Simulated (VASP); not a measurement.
A run of VASP 6.6.1:

The input INCAR:

```
SYSTEM = AlFe
PREC = Accurate ; ENCUT = 520
EDIFF = 1E-7 ; ISMEAR = -1
SIGMA = 0.05 ; LREAL = .False.
LASPH = .True. ; NELM = 150
ALGO = Normal ; ISIF = 2
LWAVE = .False. ; LCHARG = .True.
ISPIN = 2 ; MAGMOM = 0 3
LORBIT = 11 ; LMAXMIX = 4
GGA = PE ; LELF = .True.
LVHAR = .True. ; NBANDS = 16
```

KPOINTS

```
regular mesh
0
Gamma
  12 12 12
  0 0 0
```

The input POSCAR:

```
AlFe
1.0
    2.8904692102      0.0000000000      0.0000000000
    0.0000000000      2.8904692102      0.0000000000
    0.0000000000      0.0000000000      2.8904692102
Al Fe
1 1
Direct
    0.0000000000      0.0000000000      0.0000000000
    0.5000000000      0.5000000000      0.5000000000
```

Potentials or basis: VASP PAW PBE potentials, release 64 (Al, Fe).

Launch:

```bash
$ cat potpaw_PBE.64/Al/POTCAR potpaw_PBE.64/Fe/POTCAR > POTCAR
$ mpirun -np 1 vasp_std > vasp.out
```

Hardware: 1 thread of Intel(R) Xeon(R) Platinum 8488C (Sapphire Rapids) (shared host).

Task: Estimate the wall time of this run.

Result: Wall time 28 s on 1 thread of Intel(R) Xeon(R) Platinum 8488C (Sapphire Rapids), on a shared host, peak memory 0.18 GiB. Counts: scf iterations 16, k points 84.
